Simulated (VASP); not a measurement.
# Y2SiF2 (P-3m1) in VASP: a series of runs

Runs on Y2SiF2. Level: PBE. Tasks: relaxation of cell and atoms, single point.

Program: VASP 6.6.1. These are calculated values, not measurements. Logs are shortened: lines on timing, memory, paths and dates and some standing lists are left out, and cuts for length are marked.

**1. The cell of the first run**

The structure is trigonal, space group P-3m1 (No. 164). The conventional cell has a = 4.087 Å, b = 4.087 Å, c = 6.965 Å, α = 90.00°, β = 90.00°, γ = 120.00°. Within 3.2 Å of Y (site symmetry 3m) lie 4 F at 2.36 to 3.19 Å and 3 Si at 2.66 Å. Within 3.5 Å of Si (site symmetry -3m) lie 6 Y at 2.66 Å. Within 3.2 Å of F (site symmetry 3m) lie 4 Y at 2.36 to 3.19 Å and 3 F at 2.37 Å.

The cell was generated, and may not be a known phase.

**2. Relaxation of cell and atoms, PBE**

INCAR reads:

```
PREC = Accurate
ENCUT = 600
EDIFF = 1E-7
ISMEAR = 0
SIGMA = 0.1
LREAL = F
LASPH = T
NELM = 60
ALGO = Normal
ISIF = 3
LWAVE = F
LCHARG = F
GGA = PE
IBRION = 2
NSW = 90
EDIFFG = -0.04
```

KPOINTS reads:

```
regular mesh
0
Gamma
  6 6 4
```

POSCAR reads:

```
Y2SiF2
1.0
    4.0867415300      0.0000000000      0.0000000000
   -2.0433707700      3.5392219800      0.0000000000
    0.0000000000      0.0000000000      6.9651897600
Y Si F
2 1 2
Direct
    0.3333333300      0.6666666700      0.6761061100
    0.6666666700      0.3333333300      0.3238938900
    0.0000000000      0.0000000000      0.5000000000
    0.3333333300      0.6666666700      0.0151338800
    0.6666666700      0.3333333300      0.9848661200
```

Potentials or basis: VASP PAW PBE potentials, release 64 (Y_sv, Si, F).

On the command line:

```bash
$ cat potpaw_PBE.64/Y_sv/POTCAR potpaw_PBE.64/Si/POTCAR potpaw_PBE.64/F/POTCAR > POTCAR
$ mpirun -np 1 vasp_std > vasp.out
```

OUTCAR:

```text
PREC = Accurate
   ENCUT = 600
   EDIFF = 1E-7
   ISMEAR = 0
   LREAL = F
   LASPH = T
   NELM = 60
   ISIF = 3
   GGA = PE
   IBRION = 2
   NSW = 90
   EDIFFG = -0.04

 ion  position               nearest neighbor table
   1  0.333  0.667  0.676-   4 2.36   3 2.66   3 2.66   3 2.66   2 3.40   2 3.40   2 3.40
   2  0.667  0.333  0.324-   5 2.36   3 2.66   3 2.66   3 2.66   1 3.40   1 3.40   1 3.40
   3  0.000  0.000  0.500-   1 2.66   2 2.66   1 2.66   2 2.66   2 2.66   1 2.66
   4  0.333  0.667  0.015-   1 2.36
   5  0.667  0.333  0.985-   2 2.36

  LATTYP: Found a hexagonal cell.
 ALAT       =     4.0867415300
 C/A-ratio  =     1.7043382139

  Lattice vectors:

 A1 = (   4.0867415300,   0.0000000000,   0.0000000000)
 A2 = (  -2.0433707700,   3.5392219800,   0.0000000000)
 A3 = (   0.0000000000,   0.0000000000,   6.9651897600)

Analysis of symmetry for initial positions (statically):
=====================================================================
 Subroutine PRICEL returns:
 Original cell was already a primitive cell.

 Routine SETGRP: Setting up the symmetry group for a
 hexagonal supercell.

 Subroutine GETGRP returns: Found 12 space group operations
 (whereof 12 operations were pure point group operations)
 out of a pool of 24 trial point group operations.

The static configuration has the point symmetry D_3d.

Analysis of symmetry for dynamics (positions and initial velocities):
=====================================================================
 Subroutine PRICEL returns:
 Original cell was already a primitive cell.

 Routine SETGRP: Setting up the symmetry group for a
 hexagonal supercell.

 Subroutine GETGRP returns: Found 12 space group operations
 (whereof 12 operations were pure point group operations)
 out of a pool of 24 trial point group operations.

The dynamic configuration has the point symmetry D_3d.

 Subroutine INISYM returns: Found 12 space group operations
 (whereof 12 operations are pure point group operations),
 and found     1 'primitive' translations

----------------------------------------------------------------------------------------

                                     Primitive cell

  volume of cell :     100.7437

  direct lattice vectors                    reciprocal lattice vectors
     4.086741530  0.000000000  0.000000000     0.244693723  0.141273987  0.000000000
    -2.043370770  3.539221980  0.000000000     0.000000000  0.282547974  0.000000000
     0.000000000  0.000000000  6.965189760     0.000000000  0.000000000  0.143571106

  length of vectors
     4.086741530  4.086741529  6.965189760     0.282547974  0.282547974  0.143571106

  position of ions in fractional coordinates (direct lattice)
     0.333333330  0.666666670  0.676106110
     0.666666670  0.333333330  0.323893890
     0.000000000  0.000000000  0.500000000
     0.333333330  0.666666670  0.015133880
     0.666666670  0.333333330  0.984866120

  ion indices of the primitive-cell ions
   primitive index   ion index
                 1           1
                 2           2
                 3           3
                 4           4
                 5           5

----------------------------------------------------------------------------------------

 KPOINTS: regular mesh

Automatic generation of k-mesh.
 Grid dimensions read from file:
 generate k-points for:    6    6    4

 Generating k-lattice:

  Cartesian coordinates                     Fractional coordinates (reciprocal lattice)
     0.040782287  0.023545665  0.000000000     0.166666667  0.000000000  0.000000000
     0.000000000  0.047091329  0.000000000     0.000000000  0.166666667  0.000000000
     0.000000000  0.000000000  0.035892777     0.000000000  0.000000000  0.250000000

  Length of vectors
     0.047091329  0.047091329  0.035892777

  Shift w.r.t. Gamma in fractional coordinates (k-lattice)
     0.000000000  0.000000000  0.000000000

 Subroutine IBZKPT returns following result:
 ===========================================

 Found     24 irreducible k-points:

 Following reciprocal coordinates:
            Coordinates               Weight
  0.000000  0.000000  0.000000      1.000000
  0.166667  0.000000  0.000000      6.000000
  0.333333 -0.000000  0.000000      6.000000
  0.500000  0.000000  0.000000      3.000000
  0.166667  0.166667  0.000000      6.000000
  0.333333  0.166667  0.000000     12.000000
[... 16 lines left out ...]
  0.333333  0.166667  0.500000     12.000000
  0.333333  0.333333  0.500000      2.000000
   k-points           NKPTS =     24   k-points in BZ     NKDIM =     24   number of bands    NBANDS=     24
   number of dos      NEDOS =    301   number of ions     NIONS =      5
   total plane-waves  NPLWV =  72576
   dimension x,y,z NGX =    36 NGY =   36 NGZ =   56
   dimension x,y,z NGXF=    72 NGYF=   72 NGZF=  112
   ions per type =               2   1   2
   NGX,Y,Z   is equivalent  to a cutoff of  14.64, 14.64, 13.37 a.u.
   NGXF,Y,Z  is equivalent  to a cutoff of  29.29, 29.29, 26.73 a.u.
 SYSTEM =  unknown system
   PREC   = accura    normal or accurate (medium, high low for compatibility)
   ISTART =      0    job   : 0-new  1-cont  2-samecut
   ICHARG =      2    charge: 1-file 2-atom 10-const
   ISPIN  =      1    spin polarized calculation?
   LNONCOLLINEAR =      F non collinear calculations
   LSORBIT =      F    spin-orbit coupling
   LASPH  =      T    aspherical Exc in radial PAW
   ENCUT  =  600.0 eV  44.10 Ry    6.64 a.u.   8.16  8.16 13.91*2*pi/ulx,y,z
   NELM   =     60;   NELMIN=  2; NELMDL= -5     # of ELM steps
   EDIFF  = 0.1E-06   stopping-criterion for ELM
   LREAL  =      F    real-space projection
   EDIFFG = -.4E-01   stopping-criterion for IOM
   NSW    =     90    number of steps for IOM
   IBRION =      2    ionic relax: 0-MD 1-quasi-New 2-CG
   NFREE  =      1    steps in history (QN), initial steepest desc. (CG)
   ISIF   =      3    stress and relaxation
   ISYM   =      2    0-nonsym 1-usesym 2-fastsym
   POTIM  = 0.5000    time-step for ionic-motion
   TEBEG  =    0.0;   TEEND  =   0.0 temperature during run
   PSTRESS=    0.0 pullay stress
   NELECT =      40.0000    total number of electrons
   NUPDOWN=      -1.0000    fix difference up-down
   EMIN   =  10.00;   EMAX   =-10.00  energy-range for DOS
   EFERMI =   0.00;   METHOD = LEGACY
   ISMEAR =     0;   SIGMA  =   0.10  broadening in eV -4-tet -1-fermi 0-gaus
   EFERMI_NEDOS =   21; number of points for ismear=-14 and -15
   IALGO  =     38    algorithm
   IMIX   =      4    mixing-type and parameters
     AMIX     =   0.40;   BMIX     =  1.00
     AMIX_MAG =   1.60;   BMIX_MAG =  1.00
  volume/ion in A,a.u.               =      20.15       135.97
  Fermi-wavevector in a.u.,A,eV,Ry     =   1.203249  2.273811 19.698627  1.447808
  Thomas-Fermi vector in A             =   2.339008
   LORBIT       =      0    0 simple, 1 ext, 2 COOP (PROOUT), +10 PAW based schemes
   GGA     = PE    functional components
   LHFCALC =     F    Hartree Fock is set to
   AEXX    =    0.0000 exact exchange contribution
   IVDW    =     0    specifies the selected vdW correction
   LEPSILON=     F    determine dielectric tensor
   LRPA    =     F    only Hartree local field effects (RPA)
 conjugate gradient relaxation of ions
 non-spin polarized calculation
 Gauss-broadening in eV      SIGMA  =   0.10
  energy-cutoff  :      600.00
  volume of cell :      100.74
 maximum number of plane-waves:      3384
 NGX is ok and might be reduce to    36
   NGX = 17   NGY = 17   NGZ = 27

--------------------------------------- Ionic step        1  -------------------------------------------

 number of electron      39.9999997 magnetization

 Free energy of the ion-electron system (eV)
  ---------------------------------------------------
  ext. energy  EPLUGINS =         0.00000000
  ---------------------------------------------------
  free energy    TOTEN  =       -29.48093649 eV

  energy without entropy =      -29.47145366  energy(sigma->0) =      -29.47619507

------------------------ aborting loop because EDIFF is reached ----------------------------------------

  FORCE on cell =-STRESS in cart. coord.  units (eV):
  Direction    XX          YY          ZZ          XY          YZ          ZX
  --------------------------------------------------------------------------------------
  -------------------------------------------------------------------------------------
  Total       12.3190073     12.3190073     -5.0569313     -0.0000000      0.0000000      0.0000000
  in kB      195.9153068    195.9153064    -80.4228969     -0.0000003      0.0000000      0.0000000
  external PRESSURE =     103.8025721 kB  Pullay stress =       0.0000000 kB
[... 98 lines left out ...]
  FREE ENERGIE OF THE ION-ELECTRON SYSTEM (eV)
  ---------------------------------------------------
  free  energy   TOTEN  =       -32.6827870315 eV

  energy  without entropy=      -32.6827870314  energy(sigma->0) =      -32.68278703

 E-fermi :   3.9154     XC(G=0):  -9.4318

 val. band max:        3.7847798985   @ k =   0.0000   0.0000   0.5000
 cond. band min:       4.0413004109   @ k =   0.5000   0.0000   0.0000
 fundamental gap:      0.2565205124
 Fermi energy:         3.9154023704

 k-point     1 :       0.0000    0.0000    0.0000
  band No.  band energies     occupation
      1     -39.5642      2.00000
      2     -39.5520      2.00000
      3     -21.5053      2.00000
      4     -20.9187      2.00000
      5     -19.4789      2.00000
      6     -19.4789      2.00000
[... 637 lines left out ...]
     23       6.5675      0.00000
     24       6.5675      0.00000

[... ionic steps 4 to 23 ...]

--------------------------------------- Ionic step       24  -------------------------------------------

 number of electron      39.9999994 magnetization

------------------------ aborting loop because EDIFF is reached ----------------------------------------

  FORCE on cell =-STRESS in cart. coord.  units (eV):
  Direction    XX          YY          ZZ          XY          YZ          ZX
  --------------------------------------------------------------------------------------
  -------------------------------------------------------------------------------------
  Total       -0.1233889     -0.1233889     -0.1602655      0.0000000     -0.0000000     -0.0000000
  in kB       -2.0931426     -2.0931426     -2.7187084      0.0000000     -0.0000000     -0.0000000
  external PRESSURE =      -2.3016645 kB  Pullay stress =       0.0000000 kB
[... 63 lines left out ...]
  energy  without entropy=      -34.0376421635  energy(sigma->0) =      -34.03867271

--------------------------------------- Ionic step       26  -------------------------------------------

 number of electron      39.9999997 magnetization

 Free energy of the ion-electron system (eV)
  ---------------------------------------------------
  ext. energy  EPLUGINS =         0.00000000
  ---------------------------------------------------
  free energy    TOTEN  =       -34.04022332 eV

  energy without entropy =      -34.03818646  energy(sigma->0) =      -34.03920489

 E-fermi :   4.3841     XC(G=0):  -9.7839

 val. band max:        4.3197291709   @ k =   0.0000   0.0000   0.5000
 cond. band min:       4.4371305536   @ k =   0.5000   0.0000   0.0000
 fundamental gap:      0.1174013827
 Fermi energy:         4.3840569183

 k-point     1 :       0.0000    0.0000    0.0000
  band No.  band energies     occupation
      1     -38.7471      2.00000
      2     -38.7280      2.00000
      3     -21.4455      2.00000
      4     -20.6706      2.00000
      5     -18.6866      2.00000
      6     -18.6866      2.00000
[... 669 lines left out ...]
  FREE ENERGIE OF THE ION-ELECTRON SYSTEM (eV)
  ---------------------------------------------------
  free  energy   TOTEN  =       -34.0402233204 eV

  energy  without entropy=      -34.0381864560  energy(sigma->0) =      -34.03920489

 reached required accuracy - stopping structural energy minimisation
```

Wall time 15 min (1 thread of Intel Xeon 6975P-C (Granite Rapids), shared host); peak memory 0.33 GiB.

What came out:

```
Free energy                           : -34.0402 eV
Relaxed volume                        : 18.85 Å³/atom
Relaxed cell                          : a = 4.058 Å, b = 4.058 Å, c = 6.609 Å, α = 90.00°, β = 90.00°, γ = 120.00°
Space group after relaxing (to 0.1 Å) : P-3m1 (No. 164)
Energy gained by relaxing             : 911.9 meV/atom
Ionic steps                           : 26
Pressure after relaxing               : -0.1 GPa
Largest force after relaxing          : 0.019 eV/Å
Band gap on the k mesh                : 0.12 eV (least direct gap 0.64 eV)
```

Forces in eV/Å, atoms in the order of the input:
```
Y    0.000  0.000 -0.004
Y    0.000  0.000  0.004
Si   0.000  0.000  0.000
F    0.000  0.000 -0.019
F    0.000  0.000  0.019
```

Stress tensor (GPa, compression positive):
```
-0.02  0.00  0.00
 0.00 -0.02  0.00
 0.00  0.00 -0.11
```

Step by step:
| step | energy change (eV) | largest force (eV/Å) | pressure (GPa) | volume (Å³) |
| --- | --- | --- | --- | --- |
| 1 | 0.0000 | 7.3703 | 10.38 | 100.74 |
| 2 | -2.7528 | 3.5832 | 1.75 | 119.96 |
| 3 | -3.2019 | 1.1605 | 0.01 | 114.79 |
| 4 | -3.2033 | 1.2551 | 0.03 | 115.08 |
| 5 | -3.3328 | 0.7964 | -2.14 | 115.54 |
| 6 | -3.4748 | 1.2995 | -5.62 | 116.44 |
| 7 | -3.5372 | 0.9875 | -10.08 | 118.22 |
| 8 | -3.5631 | 0.9422 | -10.11 | 117.90 |
| 9 | -3.6380 | 0.8008 | -10.16 | 116.94 |
| 10 | -3.7720 | 0.4944 | -10.16 | 115.03 |
| 11 | -3.9432 | 0.4289 | -9.77 | 111.27 |
| 12 | -3.7102 | 1.4028 | -7.11 | 103.99 |
| 13 | -3.9666 | 0.5987 | -9.43 | 109.73 |
| 14 | -4.0879 | 0.5725 | -8.65 | 107.80 |
| 15 | -4.3745 | 0.4675 | -5.77 | 102.13 |
| 16 | -4.5089 | 0.5136 | 3.08 | 91.40 |
| 17 | -4.5399 | 0.2903 | -0.31 | 94.78 |
| 18 | -4.5403 | 0.3124 | 0.00 | 94.43 |
| 19 | -4.5443 | 0.2567 | 0.04 | 94.36 |
| 20 | -4.5528 | 0.1645 | 0.16 | 94.13 |
| 21 | -4.5542 | 0.2564 | 0.43 | 93.68 |
| 22 | -4.5562 | 0.1060 | 0.29 | 93.88 |
| 23 | -4.5578 | 0.0837 | 0.08 | 94.11 |
| 24 | -4.5588 | 0.0511 | -0.23 | 94.45 |
| 25 | -4.5588 | 0.0474 | -0.26 | 94.48 |
| 26 | -4.5593 | 0.0194 | -0.05 | 94.27 |

Final structure:
```xyz
5
Lattice="4.0584 0.0000 0.0000 -2.0292 3.5146 0.0000 0.0000 0.0000 6.6092" Properties=species:S:1:pos:R:3 pbc="T T T"
Y     0.0000    2.3431    4.9185
Y     2.0292    1.1715    1.6907
Si    0.0000    0.0000    3.3046
F     0.0000    2.3431    0.6593
F     2.0292    1.1715    5.9499
```

Levels at points of the mesh, in eV from the valence-band top:
```
           k point  band 16  band 17  band 18  band 19  band 20  band 21  band 22  band 23  band 24
(0.00, 0.00, 0.00)    -6.47    -6.47    -1.97    -0.08    -0.08     0.92     1.54     1.54     2.91
(0.50, 0.00, 0.00)    -6.37    -6.12    -2.52    -1.17    -0.52     0.12     2.59     3.20     3.34
(0.00, 0.00, 0.50)    -6.45    -5.90    -2.37     0.00     0.00     1.35     1.69     1.69     2.61
(0.50, 0.00, 0.50)    -6.12    -6.04    -2.20    -1.34    -0.56     0.57     2.45     3.43     3.61
```

Caveat: semilocal functionals underestimate gaps, and a narrow one can read as zero.

(Part 1 of 2 ends here.)

The gap in the log of VASP goes by the Fermi energy; the results here count the filled bands.